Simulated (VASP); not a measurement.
Input of a VASP 6.6.1 run:

INCAR

```
PREC = Accurate
ENCUT = 520
EDIFF = 1E-6
ISMEAR = 0
SIGMA = 0.02
LREAL = F
LASPH = T
NELM = 80
ALGO = Fast
ISIF = 2
LWAVE = F
LCHARG = T
GGA = RP
LELF = T
LVHAR = T
NBANDS = 11
```

KPOINTS

```
Automatic mesh
0
Gamma
  8 8 8
```

The input POSCAR:

```
Sr
1.0
    0.0000000000      3.0423500000      3.0423500000
    3.0423500000      0.0000000000      3.0423500000
    3.0423500000      3.0423500000      0.0000000000
Sr
1
Direct
    0.0000000000      0.0000000000      0.0000000000
```

Potentials or basis: VASP PAW PBE potentials, release 64 (Sr_sv).

Command:

```console
$ cat potpaw_PBE.64/Sr_sv/POTCAR > POTCAR
$ mpirun -np 1 vasp_std > vasp.out
```

Problem. Predict the band gap on the k mesh.

Solution. Zero (band 5 reaches 1.68 eV, above the bottom of band 6 at 1.60 eV).

Problem. Predict the pressure.

Solution. 0.3 GPa.

Caveat: the PAW data sets were made with another functional, which shifts forces and pressure a little.
